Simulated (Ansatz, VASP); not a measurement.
Al5Cu3 in VASP and in Ansatz

```
Al Cu
1.0
     3.75642    0.00000    0.00000
     0.00000    3.91550    0.00000
     0.00000    0.00000    7.84473
Al Cu
5 3
Direct
  0.00000 0.00000 0.50000
  0.00000 0.00000 0.00000
  0.50000 0.50000 0.00000
  0.00000 0.50000 0.74044
  0.00000 0.50000 0.25956
  0.50000 0.00000 0.74618
  0.50000 0.00000 0.25382
  0.50000 0.50000 0.50000
```

Change from the starting cell: species swapped into the Ti3Al5 type (Pmmm, No. 47).

Alike in both runs: functional PBE; k mesh 8 × 8 × 4; occupations gaussian, width 0.1 eV; no spin polarisation.

Ansatz relaxed the structure, and its values are those at the end. VASP's run is a single point on that final structure, the one shown.

```csv
,VASP,Ansatz
version,VASP 6.6.1,Ansatz 0.2.0
potentials or method,"VASP PAW PBE potentials, release 64 (Al, Cu), cutoff 520 eV","scalar-relativistic, plane waves, PAW"
valence electrons in the cell,48,72
```

|  | VASP | Ansatz | Ansatz less VASP |
| --- | --- | --- | --- |
| gap on the k mesh at the Fermi level (eV) | none | none | - |
| pressure (GPa) | 0.2 | 0.0 | -0.20 |

A gap of «none» marks a metal or a gap that the smearing closes. VASP's potentials hold 48 valence electrons a cell and Ansatz's 72, so a difference there can come from the potentials and not from the codes.
